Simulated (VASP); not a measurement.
Input of a VASP 6.6.1 run:

File INCAR:

```
  ALGO = Normal
  EDIFF = 1E-7
  ENCUT = 520
  GGA = PE
  ISIF = 2
  ISMEAR = -1
  LASPH = T
  LCHARG = T
  LELF = T
  LREAL = F
  LVHAR = T
  LWAVE = F
  NBANDS = 15
  NELM = 100
  PREC = Accurate
  SIGMA = 0.02
```

Contents of KPOINTS:

```
k-points
0
Gamma
  8 8 8
```

The input POSCAR:

```
KCl
1.0
    3.7711686990      0.0000000000      0.0000000000
    0.0000000000      3.7711686990      0.0000000000
    0.0000000000      0.0000000000      3.7711686990
K Cl
1 1
Direct
    0.0000000000      0.0000000000      0.0000000000
    0.5000000000      0.5000000000      0.5000000000
```

Potentials or basis: VASP PAW PBE potentials, release 64 (K_sv, Cl).

The run is started by

```sh
$ cat potpaw_PBE.64/K_sv/POTCAR potpaw_PBE.64/Cl/POTCAR > POTCAR
$ mpirun -np 1 vasp_std > vasp.out
```

(1) Predict the band gap on the k mesh.

(2) Estimate the pressure.

Answers

(1) 5.03 eV, indirect (least direct gap 5.24 eV).

(2) 1.1 GPa.
